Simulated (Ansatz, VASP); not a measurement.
Rb: VASP beside Ansatz

INCAR

```
SYSTEM = Rb
ALGO     = Normal         ! electronic algorithm
EDIFF    = 1E-6           ! SCF threshold, eV
ENCUT    = 520            ! plane-wave cutoff, eV
GGA      = CA             ! functional
ISIF     = 2              ! what is computed and relaxed
ISMEAR   = 0              ! smearing method
LASPH    = .TRUE.         ! aspherical terms in the spheres
LCHARG   = .FALSE.        ! write CHGCAR
LREAL    = .FALSE.        ! projectors in reciprocal space
LWAVE    = .FALSE.        ! write WAVECAR
NBANDS   = 10             ! bands
NELM     = 80             ! most SCF steps
PREC     = Accurate       ! precision mode
SIGMA    = 0.2            ! smearing width, eV
```

The input KPOINTS:

```
k-points
0
G
  8 8 8
  0 0 0
```

The input POSCAR:

```
Rb
1.0
   -2.6859640533      2.6859640533      2.6859640533
    2.6859640533     -2.6859640533      2.6859640533
    2.6859640533      2.6859640533     -2.6859640533
Rb
1
Direct
    0.0000000000      0.0000000000      0.0000000000
```

Input for Ansatz:

```yaml
crystal:
  lattice:
    - [-2.6859640533, 2.6859640533, 2.6859640533]
    - [2.6859640533, -2.6859640533, 2.6859640533]
    - [2.6859640533, 2.6859640533, -2.6859640533]
  atoms:
    - { symbol: Rb, position: [0.0, 0.0, 0.0] }
hamiltonian:
  xc: lda
  pseudopotentials:
    kind: paw
    azcp:
      Rb: "pseudopotentials/Rb.paw.azcp"
basis:
  ecutwfc: 420
  fft_grid_basis: typed
kpoints:
  mp_grid: { grid: [8, 8, 8], shift: [0, 0, 0] }
magnetization:
  spin_polarized: false
scf:
  occupations: { method: gaussian, width: 0.2 }
  lower_state_search: "off"
output:
  stress: true
```

Alike in both runs: task single point; functional LDA; k mesh 8 × 8 × 8; occupations gaussian, width 0.2 eV; no spin polarisation.

|  | VASP | Ansatz |
| --- | --- | --- |
| version | VASP 6.6.1 | Ansatz 0.2.0 |
| potentials or method | VASP PAW LDA potentials, release 64 (Rb_sv), cutoff 520 eV | plane waves (420 eV) with PAW, scalar-relativistic |
| valence electrons in the cell | 9 | 9 |

```csv
,VASP,Ansatz,Ansatz less VASP
pressure (GPa),0.0,0.0,0.00
```

Ansatz warns that its potentials were made for another functional, while VASP's fit it. LDA's correlation is that of Perdew and Zunger in VASP and of Perdew and Wang (1992) in Ansatz.
